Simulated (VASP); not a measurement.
# AgCl (R-3m) in VASP: notebook, part 2 of 2

VASP 6.6.1.

## 4. Electric field gradients, PBEsol (equal xy, yz and zx shear strains of +1 %)

Contents of INCAR:

```
PREC     = Accurate       # precision mode
ENCUT    = 520            # plane-wave cutoff, eV
EDIFF    = 1E-8           # SCF threshold, eV
ISMEAR   = -1             # smearing method
SIGMA    = 0.01           # smearing width, eV
LREAL    = False          # projectors in reciprocal space
LASPH    = True           # aspherical terms in the spheres
NELM     = 60             # most SCF steps
ALGO     = Normal         # electronic algorithm
ISIF     = 2              # what is computed and relaxed
LWAVE    = False          # write WAVECAR
LCHARG   = False          # write CHGCAR
GGA      = PS             # functional
LEFG     = True         
NBANDS   = 16             # bands
```

Contents of KPOINTS:

```
Automatic mesh
0
Gamma
  9 9 9
```

Contents of POSCAR:

```
AgCl
1.0
    0.0277315000      2.7870157500      2.7870157500
    2.7870157500      0.0277315000      2.7870157500
    2.7870157500      2.7870157500      0.0277315000
Ag Cl
1 1
Direct
    0.5000000000      0.5000000000      0.5000000000
    0.0000000000      0.0000000000      0.0000000000
```

Potentials or basis: VASP PAW PBE potentials, release 64 (Ag, Cl).

The run is started by

```
cat potpaw_PBE.64/Ag/POTCAR potpaw_PBE.64/Cl/POTCAR > POTCAR
mpirun -np 1 vasp_std > vasp.out
```

OUTCAR:

```text
PREC = Accurate
   ENCUT = 520
   EDIFF = 1E-8
   ISMEAR = -1
   LREAL = False
   LASPH = True
   NELM = 60
   ISIF = 2
   GGA = PS

 ion  position               nearest neighbor table
   1  0.500  0.500  0.500-   2 2.77   2 2.77   2 2.77   2 2.77   2 2.77   2 2.77
   2  0.000  0.000  0.000-   1 2.77   1 2.77   1 2.77   1 2.77   1 2.77   1 2.77

  LATTYP: Found a trigonal (rhomboedric) cell.
 ALAT       =     3.9415330289
 COS(alpha) =     0.5099250056

  Lattice vectors:

 A1 = (   0.0277315000,   2.7870157500,   2.7870157500)
 A2 = (   2.7870157500,   0.0277315000,   2.7870157500)
 A3 = (   2.7870157500,   2.7870157500,   0.0277315000)

Analysis of symmetry for initial positions (statically):
=====================================================================
 Subroutine PRICEL returns:
 Original cell was already a primitive cell.

 Routine SETGRP: Setting up the symmetry group for a
 trigonal (rhombohedral) supercell.
[... 645 lines left out ...]
  volume of cell :       42.65
      direct lattice vectors                 reciprocal lattice vectors
     0.027731500  2.787015750  2.787015750    -0.182103474  0.180309351  0.180309351
     2.787015750  0.027731500  2.787015750     0.180309351 -0.182103474  0.180309351
     2.787015750  2.787015750  0.027731500     0.180309351  0.180309351 -0.182103474

 POSITION                                       TOTAL-FORCE (eV/Angst)
 -----------------------------------------------------------------------------------
      2.80088      2.80088      2.80088         0.000000     -0.000000     -0.000000
      0.00000      0.00000      0.00000        -0.000000      0.000000      0.000000
 -----------------------------------------------------------------------------------
    total drift:                                0.000000      0.000000      0.000000

  FREE ENERGIE OF THE ION-ELECTRON SYSTEM (eV)
  ---------------------------------------------------
  free  energy   TOTEN  =        -6.0410912739 eV

  energy  without entropy=       -6.0410912739  energy(sigma->0) =       -6.04109127

 Electric field gradients (V/A^2)
---------------------------------------------------------------------
 ion       V_xx      V_yy      V_zz      V_xy      V_xz      V_yz
---------------------------------------------------------------------
   1      -0.000     0.000    -0.000    -1.086    -1.086    -1.086
   2      -0.000     0.000    -0.000     2.246     2.246     2.246
---------------------------------------------------------------------

 Electric field gradients after diagonalization (V/A^2)
 (convention: |V_zz| > |V_xx| > |V_yy|)
----------------------------------------------------------------------
 ion       V_xx      V_yy      V_zz     asymmetry (V_yy - V_xx)/ V_zz
----------------------------------------------------------------------
   1       1.086     1.086    -2.172       0.000
   2      -2.246    -2.246     4.491       0.000
----------------------------------------------------------------------

           NMR quadrupolar parameters

 Cq : quadrupolar parameter    Cq=e*Q*V_zz/h
 eta: asymmetry parameters     (V_yy - V_xx)/ V_zz
 Q  : nuclear electric quadrupole moment in mb (millibarn)
----------------------------------------------------------------------
 ion       Cq(MHz)       eta       Q (mb)
----------------------------------------------------------------------
   1      -0.005       0.000       1.000
   2       0.011       0.000       1.000
----------------------------------------------------------------------
```

stdout:

```text
POSCAR found type information on POSCAR AgCl
 POSCAR found :  2 types and       2 ions
 scaLAPACK will be used
 -----------------------------------------------------------------------------
|                                                                             |
|                                                                             |
|     You enforced a specific xc type in the INCAR file but a different       |
|     I HOPE YOU KNOW WHAT YOU ARE DOING!                                     |
|                                                                             |
 -----------------------------------------------------------------------------

 LDA part: xc-table for (Slater+PW92), standard interpolation
 POSCAR, INCAR and KPOINTS ok, starting setup
 FFT: planning ... GRIDC
 FFT: planning ... GRID_SOFT
 FFT: planning ... GRID
 WAVECAR not read
 entering main loop
ion   1

ion   2
```

It took 57 s on 1 thread of Intel Xeon Platinum 8488C (Sapphire Rapids), shared host; peak memory 0.2 GiB.

Results:

* Free energy: -6.0411 eV
* Pressure: -2.7 GPa
* Band gap on the k mesh: 0.76 eV, indirect (least direct gap 2.99 eV)

Levels at points of the mesh, in eV from the valence-band top:
| k point | band 7 | band 8 | band 9 | band 10 | band 11 | band 12 |
| --- | --- | --- | --- | --- | --- | --- |
| (0.00, 0.00, 0.00) | -2.34 | -2.28 | -2.28 | 0.76 | 10.66 | 10.84 |

Electric field gradients, principal values (V/Å²):
| atom | least | middle | greatest (by size) |
| --- | --- | --- | --- |
| 1 Ag | 1.086 | 1.086 | -2.172 |
| 2 Cl | -2.246 | -2.246 | 4.491 |

Caveat: the cell differs from its parent crystal (equal xy, yz and zx shear strains of +1 %); without QUAD_EFG the Cq values of the log hold for a quadrupole moment of 1 mb, not for the nuclei; the PAW data sets were made with another functional, which shifts forces and pressure a little.

## 5. Summary

```tsv
cell	gap on the mesh (eV)	pressure (GPa)
a = 3.883 Å, angles 61.3°, 2 atoms	0.75	-2.7
a = 3.902 Å, angles 60.7°, 2 atoms	0.77	-2.7
a = 3.942 Å, angles 59.3°, 2 atoms	0.76	-2.7
```

Alike in all rows: task electric field gradients; level PBEsol; potentials or basis VASP PAW PBE potentials, release 64 (Ag, Cl); no spin polarisation; k mesh 9 × 9 × 9; cutoff (eV) 520; smearing fermi-dirac 0.01 eV.

Caveats: the PAW data sets were made with another functional, which shifts forces and pressure a little.

Absolute energies hang on the potentials; compare differences alone.
